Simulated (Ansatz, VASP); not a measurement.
**AlNi in VASP and in Ansatz**

```
Al Ni
1.0
     2.83262    0.00000    0.00000
     0.00000    4.00592    0.00000
     0.00000    0.00000   27.01777
Al Ni
7 7
Direct
  0.00000 0.50000 0.27760
  0.00000 0.00000 0.35173
  0.00000 0.50000 0.42587
  0.00000 0.00000 0.50000
  0.00000 0.50000 0.57413
  0.00000 0.00000 0.64827
  0.00000 0.50000 0.72240
  0.50000 0.00000 0.27760
  0.50000 0.50000 0.35173
  0.50000 0.00000 0.42587
  0.50000 0.50000 0.50000
  0.50000 0.00000 0.57413
  0.50000 0.50000 0.64827
  0.50000 0.00000 0.72240
```

Alike in both runs: task single point; functional LDA; k mesh 12 × 9 × 1; occupations gaussian, width 0.1 eV; no spin polarisation.

|  | VASP | Ansatz |
| --- | --- | --- |
| version | VASP 6.6.1 | Ansatz 0.2.0 |
| potentials or method | VASP PAW LDA potentials, release 64 (Al, Ni), cutoff 520 eV | scalar-relativistic, plane waves, PAW |
| valence electrons in the cell | 91 | 147 |

|  | VASP | Ansatz | Ansatz less VASP |
| --- | --- | --- | --- |
| gap on the k mesh at the Fermi level (eV) | none | none | - |
| rms of the force components (eV/Å) | 0.232 | 0.237 | +0.0053 |

LDA's correlation is that of Perdew and Zunger in VASP and of Perdew and Wang (1992) in Ansatz. A gap of «none» marks a metal or a gap that the smearing closes. VASP's potentials hold 91 valence electrons a cell and Ansatz's 147, so a difference there can come from the potentials and not from the codes. Ansatz's warnings: xc potential rough in thin density.
